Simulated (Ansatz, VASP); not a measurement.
**One calculation of Ga2O3, two programs**

```
Ga O
1.0
     2.49226    1.43891    4.48064
    -2.49226    1.43891    4.48064
     0.00000   -2.87782    4.48064
Ga O
4 6
Direct
  0.35543 0.35543 0.35543
  0.14457 0.14457 0.14457
  0.64457 0.64457 0.64457
  0.85543 0.85543 0.85543
  0.55363 0.94637 0.25000
  0.25000 0.55363 0.94637
  0.94637 0.25000 0.55363
  0.44637 0.05363 0.75000
  0.75000 0.44637 0.05363
  0.05363 0.75000 0.44637
```

Alike in both runs: functional r2SCAN; k mesh 9 × 9 × 9; occupations gaussian, width 0.02 eV; no spin polarisation.

Ansatz relaxed the structure, and its values are those at the end. VASP's run is a single point on that final structure, the one shown.

|  | VASP | Ansatz |
| --- | --- | --- |
| version | VASP 6.6.1 | Ansatz 0.2.0 |
| potentials or method | VASP PAW PBE potentials, release 64 (Ga_d, O), cutoff 520 eV | scalar-relativistic, plane waves, PAW |
| valence electrons in the cell | 88 | 88 |

|  | VASP | Ansatz | Ansatz less VASP |
| --- | --- | --- | --- |
| gap on the k mesh at the Fermi level (eV) | 3.56 | 3.57 | +0.007 |
| least direct gap on the mesh (eV) | 3.80 | 3.81 | +0.002 |
| pressure (GPa) | 1.9 | 0.0 | -1.91 |
| rms of the force components (eV/Å) | 0.022 | 0.002 | -0.0203 |

VASP's potentials were made for PBE, not for r2SCAN. The functional is the same, so the differences come from potentials, cutoffs and numerics.
